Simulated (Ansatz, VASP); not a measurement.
SnO in VASP and in Ansatz

The input INCAR:

```
PREC = Accurate
ENCUT = 520
EDIFF = 1E-7
ISMEAR = 0
SIGMA = 0.15
LREAL = F
LASPH = T
NELM = 60
ALGO = Normal
ISIF = 2
LWAVE = F
LCHARG = T
GGA = PS
IVDW = 12
LELF = T
LVHAR = T
NBANDS = 28
```

KPOINTS

```
Automatic mesh
0
Gamma
  14 14 12
```

File POSCAR:

```
SnO
1.0
    3.8020000000      0.0000000000      0.0000000000
    0.0000000000      3.8020000000      0.0000000000
    0.0000000000      0.0000000000      4.8360000000
Sn O
2 2
Direct
    0.0000000000      0.5000000000      0.2385000000
    0.5000000000      0.0000000000      0.7615000000
    0.0000000000      0.0000000000      0.0000000000
    0.5000000000      0.5000000000      0.0000000000
```

Input for Ansatz:

```yaml
crystal:
  lattice:
    - [3.802, 0.0, 0.0]
    - [0.0, 3.802, 0.0]
    - [0.0, 0.0, 4.836]
  atoms:
    - { symbol: Sn, position: [0.0, 0.5, 0.2385] }
    - { symbol: Sn, position: [0.5, 0.0, 0.7615] }
    - { symbol: O, position: [0.0, 0.0, 0.0] }
    - { symbol: O, position: [0.5, 0.5, 0.0] }
basis:
  ecutwfc: 420
kpoints:
  mp_grid: { grid: [14, 14, 12] }
hamiltonian:
  xc: pbesol
  dispersion: d3bj
scf:
  occupations: { method: gaussian, width: 0.15 }
output:
  forces: true
  stress: true
  eigenvalues: true
```

Alike in both runs: task single point; functional PBEsol; dispersion D3(BJ); k mesh 14 × 14 × 12; occupations gaussian, width 0.15 eV; no spin polarisation.

|  | VASP | Ansatz |
| --- | --- | --- |
| version | VASP 6.6.1 | Ansatz 0.2.0 |
| potentials or method | VASP PAW PBE potentials, release 64 (Sn_d, O), cutoff 520 eV | scalar-relativistic, plane waves, PAW |
| valence electrons in the cell | 40 | 40 |

|  | VASP | Ansatz | Ansatz less VASP |
| --- | --- | --- | --- |
| gap on the k mesh at the Fermi level (eV) | none | none | - |
| pressure (GPa) | -1.9 | -2.1 | -0.24 |
| traceless stress, the component that is largest in VASP (GPa) | -0.27 | -0.29 | -0.020 |
| rms of the force components (eV/Å) | 0.061 | 0.027 | -0.0349 |

VASP's potentials were made for PBE, not for PBEsol. Atom by atom the forces differ by 0.035 eV/Å (rms over components). A gap of «none» marks a metal or a gap that the smearing closes.
